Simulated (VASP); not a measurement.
Input of a VASP 6.6.1 run:

INCAR

```
SYSTEM = ZnS
PREC = Accurate
ENCUT = 450
EDIFF = 1E-7
ISMEAR = 0
SIGMA = 0.02
LREAL = .False.
LASPH = .True.
NELM = 120
ALGO = Normal
ISIF = 2
LWAVE = .False.
LCHARG = .False.
GGA = PS
IBRION = 2
NSW = 60
EDIFFG = -0.002
GGA_COMPAT = .False.
NELMIN = 4
```

KPOINTS

```
regular mesh
0
Gamma
  9 9 9
  0 0 0
```

POSCAR

```
ZnS
1.0
    0.0442374855      2.7098553825      2.7098553825
    2.7098553825      0.0442374855      2.7098553825
    2.7098553825      2.7098553825      0.0442374855
Zn S
1 1
Direct
    0.0014396778      0.0014396778      0.0014396778
    0.2485603222      0.2485603222      0.2485603222
```

Potentials or basis: VASP PAW PBE potentials, release 64 (Zn, S).

Launch:

```console
$ cat potpaw_PBE.64/Zn/POTCAR potpaw_PBE.64/S/POTCAR > POTCAR
$ mpirun -np 1 vasp_std > vasp.out
```

(1) What does it give for the band gap on the k mesh?

Answers

(1) 1.99 eV.

Caveat: the cell differs from its parent crystal (strained cell).
